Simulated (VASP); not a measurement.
# SbSe (R-3m) in VASP: single point with HSE06

Aim: the single point of SbSe with HSE06.

Everything below comes from runs of VASP 6.6.1. Logs are shortened: lines on timing, memory, paths and dates and some standing lists are left out, and cuts for length are marked.

### Step 1. The cell of the first run

Symmetry: R-3m, No. 166, trigonal system. Conventional cell: a = 4.098 Å, b = 4.098 Å, c = 11.031 Å, α = 90.00°, β = 90.00°, γ = 120.00°. Se (site symmetry -3m) has 6 Sb at 3.00 Å within 3.9 Å. Within 3.9 Å of Sb (site symmetry -3m) lie 6 Se at 3.00 Å.

### Step 2. Single point, HSE06, non-collinear spin, zero start, spin-orbit coupling

Contents of POSCAR:

```
SbSe
1.0
    2.0487970000      3.5486150000      0.0000000000
   -2.0487970000      3.5486150000      0.0000000000
    0.0000000000     -2.3657430000      3.6770240000
Se Sb
1 1
Direct
    0.0000000000      0.0000000000      0.0000000000
    0.5000000000      0.5000000000      0.5000000000
```

Contents of INCAR.step1:

```
  PREC = Accurate
  ENCUT = 520
  EDIFF = 1E-5
  ISMEAR = -1
  SIGMA = 0.1
  LREAL = False
  LASPH = True
  NELM = 150
  ALGO = Normal
  ISIF = 2
  LWAVE = True
  LCHARG = False
  MAGMOM = 0 0 0 0 0 0
  LORBIT = 11
  LSORBIT = True
  GGA_COMPAT = False
  LORBMOM = True
  GGA = PE
  NBANDS = 23
```

Contents of INCAR.step2:

```
  PREC = Accurate
  ENCUT = 520
  EDIFF = 1E-6
  ISMEAR = -1
  SIGMA = 0.1
  LREAL = False
  LASPH = True
  NELM = 150
  ALGO = Normal
  ISIF = 2
  LWAVE = False
  LCHARG = False
  MAGMOM = 0 0 0 0 0 0
  LORBIT = 11
  LSORBIT = True
  GGA_COMPAT = False
  LORBMOM = True
  GGA = PE
  LHFCALC = True
  HFSCREEN = 0.2079
  PRECFOCK = Normal
  ISTART = 1
  NBANDS = 23
```

Contents of KPOINTS:

```
Automatic mesh
0
Gamma
  3 3 3
```

Potentials or basis: VASP PAW PBE potentials, release 64 (Se, Sb).

The run is started by

```bash
> cat potpaw_PBE.64/Se/POTCAR potpaw_PBE.64/Sb/POTCAR > POTCAR
> cp INCAR.step1 INCAR
> mpirun -np 1 vasp_ncl > vasp.out
> cp INCAR.step2 INCAR
> mpirun -np 1 vasp_ncl > vasp.out
```

OUTCAR:

```text
PREC = Accurate
   ENCUT = 520
   EDIFF = 1E-6
   ISMEAR = -1
   LREAL = False
   LASPH = True
   NELM = 150
   ISIF = 2
   LORBIT = 11
   LSORBIT = True
   GGA = PE
   LHFCALC = True
   HFSCREEN = 0.2079
   PRECFOCK = Normal
   ISTART = 1

 ion  position               nearest neighbor table
   1  0.000  0.000  0.000-   2 3.00   2 3.00   2 3.00   2 3.00   2 3.00   2 3.00
   2  0.500  0.500  0.500-   1 3.00   1 3.00   1 3.00   1 3.00   1 3.00   1 3.00

  LATTYP: Found a trigonal (rhomboedric) cell.
 ALAT       =     4.3723289918
 COS(alpha) =     0.5608608170

  Lattice vectors:

 A1 = (   2.0487970000,   1.1828720000,   3.6770240000)
 A2 = (  -2.0487970000,   1.1828720000,   3.6770240000)
 A3 = (   0.0000000000,  -2.3657430000,   3.6770240000)

Analysis of symmetry for initial positions (statically):
=====================================================================
 Subroutine PRICEL returns:
 Original cell was already a primitive cell.

 Routine SETGRP: Setting up the symmetry group for a
 trigonal (rhombohedral) supercell.

 Subroutine GETGRP returns: Found 12 space group operations
 (whereof 12 operations were pure point group operations)
 out of a pool of 12 trial point group operations.

The static configuration has the point symmetry D_3d.

Analysis of symmetry for dynamics (positions and initial velocities):
=====================================================================
 Subroutine PRICEL returns:
 Original cell was already a primitive cell.

 Routine SETGRP: Setting up the symmetry group for a
 trigonal (rhombohedral) supercell.

 Subroutine GETGRP returns: Found 12 space group operations
 (whereof 12 operations were pure point group operations)
 out of a pool of 12 trial point group operations.

The dynamic configuration has the point symmetry D_3d.

Analysis of structural, dynamic, and magnetic symmetry:
=====================================================================
 Subroutine PRICEL returns:
 Original cell was already a primitive cell.

 Routine SETGRP: Setting up the symmetry group for a
 trigonal (rhombohedral) supercell.

 Subroutine GETGRP returns: Found 12 space group operations
 (whereof 12 operations were pure point group operations)
 out of a pool of 12 trial point group operations.

The overall configuration has the point symmetry D_3d.

 Subroutine INISYM returns: Found 12 space group operations
 (whereof 12 operations are pure point group operations),
 and found     1 'primitive' translations

----------------------------------------------------------------------------------------

                                     Primitive cell

  volume of cell :      53.4668

  direct lattice vectors                    reciprocal lattice vectors
     2.048797000  3.548615000  0.000000000     0.244045652  0.140900041  0.090653008
    -2.048797000  3.548615000  0.000000000    -0.244045652  0.140900041  0.090653008
     0.000000000 -2.365743000  3.677024000     0.000000000  0.000000000  0.271959063

  length of vectors
     4.097589238  4.097589238  4.372327234     0.296022077  0.296022077  0.271959063

  position of ions in fractional coordinates (direct lattice)
     0.000000000  0.000000000  0.000000000
     0.500000000  0.500000000  0.500000000

  ion indices of the primitive-cell ions
   primitive index   ion index
                 1           1
                 2           2

----------------------------------------------------------------------------------------

 KPOINTS: Automatic mesh

Automatic generation of k-mesh.
 Grid dimensions read from file:
 generate k-points for:    3    3    3

 Generating k-lattice:

  Cartesian coordinates                     Fractional coordinates (reciprocal lattice)
     0.081348551  0.046966680  0.030217669     0.333333333  0.000000000 -0.000000000
    -0.081348551  0.046966680  0.030217669     0.000000000  0.333333333 -0.000000000
     0.000000000  0.000000000  0.090653021     0.000000000  0.000000000  0.333333333

[... 83 lines left out ...]

 Free energy of the ion-electron system (eV)
  ---------------------------------------------------
  ext. energy  EPLUGINS =         0.00000000
  ---------------------------------------------------
  free energy    TOTEN  =        -9.36931875 eV

  energy without entropy =       -9.33770886  energy(sigma->0) =       -9.35351380

 E-fermi :   6.3282     XC(G=0):  -8.0647

 val. band max:        6.1253276233   @ k =   0.3333   0.0000   0.0000
 cond. band min:       6.6014741990   @ k =   0.3333   0.0000   0.0000
 fundamental gap:      0.4761465757
 Fermi energy:         6.3281681728

 k-point     1 :       0.0000    0.0000    0.0000
  band No.  band energies     occupation
      1     -10.4445      1.00000
      2     -10.4445      1.00000
      3      -2.0413      1.00000
      4      -2.0413      1.00000
      5       1.7881      1.00000
      6       1.7881      1.00000
[... 145 lines left out ...]
     22      15.3351      0.00000
     23      16.9625      0.00000

------------------------ aborting loop because EDIFF is reached ----------------------------------------

  FORCE on cell =-STRESS in cart. coord.  units (eV):
  Direction    XX          YY          ZZ          XY          YZ          ZX
  --------------------------------------------------------------------------------------
  -------------------------------------------------------------------------------------
  Total       -0.6850551     -0.6850530     -1.1746308      0.0000000     -0.0000001     -0.0000000
  in kB      -20.5282455    -20.5281819    -35.1987880      0.0000000     -0.0000032     -0.0000000
  external PRESSURE =     -25.4184051 kB  Pullay stress =       0.0000000 kB

 VOLUME and BASIS-vectors are now :
 -----------------------------------------------------------------------------
  energy-cutoff  :      520.00
  volume of cell :       53.47
      direct lattice vectors                 reciprocal lattice vectors
     2.048797000  3.548615000  0.000000000     0.244045652  0.140900041  0.090653008
    -2.048797000  3.548615000  0.000000000    -0.244045652  0.140900041  0.090653008
     0.000000000 -2.365743000  3.677024000     0.000000000  0.000000000  0.271959063

 POSITION                                       TOTAL-FORCE (eV/Angst)
 -----------------------------------------------------------------------------------
      0.00000      0.00000      0.00000        -0.000000     -0.000000      0.000000
      0.00000      2.36574      1.83851         0.000000      0.000000      0.000000
 -----------------------------------------------------------------------------------
    total drift:                                0.000005      0.000003     -0.000001

  FREE ENERGIE OF THE ION-ELECTRON SYSTEM (eV)
  ---------------------------------------------------
  free  energy   TOTEN  =        -9.3693187471 eV

  energy  without entropy=       -9.3377088617  energy(sigma->0) =       -9.35351380

 orbital moment (x)

 # of ion     p       d       tot
 ----------------------------------------
  1         0.000   0.000   0.000
  2         0.000   0.000   0.000
 ----------------------------------------
            0.000   0.000   0.000

 orbital moment (y)

 # of ion     p       d       tot
 ----------------------------------------
  1        -0.000  -0.000  -0.000
  2        -0.000  -0.000  -0.000
 ----------------------------------------
           -0.000  -0.000  -0.000

 orbital moment (z)

 # of ion     p       d       tot
 ----------------------------------------
  1         0.000  -0.000   0.000
  2         0.000  -0.000   0.000
 ----------------------------------------
            0.000  -0.000   0.000

 Spin-Orbit-Coupling matrix elements

 Ion:    1  E_soc:     -0.0504172
 l=   1
     0.0000000    -0.0091056    -0.0071681
    -0.0091056     0.0000000    -0.0091056
    -0.0071681    -0.0091056     0.0000000
 l=   2
     0.0000000     0.0000214     0.0000000     0.0000214     0.0000568
     0.0000214     0.0000000     0.0000319    -0.0000358     0.0000214
     0.0000000     0.0000319     0.0000000     0.0000319     0.0000000
     0.0000214    -0.0000358     0.0000319     0.0000000     0.0000214
     0.0000568     0.0000214     0.0000000     0.0000214     0.0000000
 l=   3
     0.0000000     0.0000000     0.0000000     0.0000000     0.0000000     0.0000000     0.0000000
     0.0000000     0.0000000     0.0000000     0.0000000     0.0000000     0.0000000     0.0000000
     0.0000000     0.0000000     0.0000000     0.0000000     0.0000000     0.0000000     0.0000000
     0.0000000     0.0000000     0.0000000     0.0000000     0.0000000     0.0000000     0.0000000
     0.0000000     0.0000000     0.0000000     0.0000000     0.0000000     0.0000000     0.0000000
     0.0000000     0.0000000     0.0000000     0.0000000     0.0000000     0.0000000     0.0000000
     0.0000000     0.0000000     0.0000000     0.0000000     0.0000000     0.0000000     0.0000000

 Ion:    2  E_soc:     -0.2132334
 l=   1
     0.0000000    -0.0391452    -0.0278051
    -0.0391452     0.0000000    -0.0391453
    -0.0278051    -0.0391453     0.0000000
 l=   2
     0.0000000    -0.0000372     0.0000000    -0.0000372    -0.0000727
    -0.0000372     0.0000000    -0.0000959    -0.0001080    -0.0000372
     0.0000000    -0.0000959     0.0000000    -0.0000959     0.0000000
    -0.0000372    -0.0001080    -0.0000959     0.0000000    -0.0000372
    -0.0000727    -0.0000372     0.0000000    -0.0000372     0.0000000
 l=   3
     0.0000000     0.0000000     0.0000000     0.0000000     0.0000000     0.0000000     0.0000000
     0.0000000     0.0000000     0.0000000     0.0000000     0.0000000     0.0000000     0.0000000
     0.0000000     0.0000000     0.0000000     0.0000000     0.0000000     0.0000000     0.0000000
     0.0000000     0.0000000     0.0000000     0.0000000     0.0000000     0.0000000     0.0000000
     0.0000000     0.0000000     0.0000000     0.0000000     0.0000000     0.0000000     0.0000000
     0.0000000     0.0000000     0.0000000     0.0000000     0.0000000     0.0000000     0.0000000
     0.0000000     0.0000000     0.0000000     0.0000000     0.0000000     0.0000000     0.0000000

 total charge

# of ion       s       p       d       tot
------------------------------------------
    1        1.524   2.205   0.041   3.770
    2        1.318   1.071   0.038   2.427
--------------------------------------------------
tot          2.842   3.276   0.078   6.197

 magnetization (x)

# of ion       s       p       d       tot
------------------------------------------
    1        0.000   0.000   0.000   0.000
    2        0.000   0.000   0.000   0.000
--------------------------------------------------
tot          0.000   0.000   0.000   0.000

 magnetization (y)

# of ion       s       p       d       tot
------------------------------------------
    1        0.000   0.000   0.000   0.000
    2        0.000   0.000   0.000   0.000
--------------------------------------------------
tot          0.000   0.000   0.000   0.000

 magnetization (z)

# of ion       s       p       d       tot
------------------------------------------
    1        0.000   0.000   0.000   0.000
    2        0.000   0.000   0.000   0.000
--------------------------------------------------
tot          0.000   0.000   0.000   0.000
```

Wall time 19 min (1 thread of AMD EPYC 7R13, shared host); peak memory 0.39 GiB.

Results:

- Free energy: -9.3693 eV
- Pressure: -2.5 GPa
- Net moment: 0.00 μB per cell
- Valence electrons inside the program's atomic spheres: Se 3.77; Sb 2.43

Stress tensor (GPa, compression positive):
```
-2.05  0.00  0.00
 0.00 -2.05  0.00
 0.00  0.00 -3.52
```

Moments on the atoms (μB; x, y, z):
```
Se  0.00 0.00 0.00
Sb  0.00 0.00 0.00
```

Caveat: the k points lie up to 0.62 Å⁻¹ apart; the PAW data sets were made with another functional, which shifts forces and pressure a little.
